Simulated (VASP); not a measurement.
The system is NaTi2.

```xyz
3
Lattice="5.1737 0.0000 0.0000 -2.5869 4.4806 0.0000 0.0000 0.0000 2.5378" Properties=species:S:1:pos:R:3 pbc="T T T"
Na    0.0000    0.0000    0.0000
Ti    0.0000    2.9871    1.2689
Ti    2.5869    1.4935    1.2689
```

* Program: VASP 6.6.1
* Task: relaxation of cell and atoms
* Functional: PBE
* Potentials or basis: VASP PAW PBE potentials, release 64 (Na_pv, Ti_sv)
* Cutoff: 600 eV
* k mesh: 6 × 6 × 6
* Occupations: gaussian, width 0.1 eV
* Spin: no spin polarisation

At the start: pressure 1.6 GPa; volume 19.61 Å³/atom.

Q: Where does the relaxation end?

A: Over 5 steps the energy falls by 6.6 meV/atom and the volume is 20.12 Å³/atom (+2.6 %); space group P6/mmm (No. 191, to 0.1 Å) before and after.

Step by step:
```
step  energy change (eV)  largest force (eV/Å)  pressure (GPa)  volume (Å³)
   1              0.0000                0.0000            1.63        58.83
   2             -0.0166                0.0000           -0.12        60.54
   3             -0.0170                0.0000           -0.45        60.88
   4             -0.0194                0.0000           -0.22        60.57
   5             -0.0199                0.0000           -0.07        60.36
```

Final structure:
```
Na Ti
1.0
     5.15743    0.00000    0.00000
    -2.57871    4.46646    0.00000
     0.00000    0.00000    2.62039
Na Ti
1 2
Direct
  0.00000 0.00000 0.00000
  0.33333 0.66667 0.50000
  0.66667 0.33333 0.50000
```

Caveat: the k points lie up to 0.40 Å⁻¹ apart in the final cell, too coarse for converged energies and pressures of a metal.
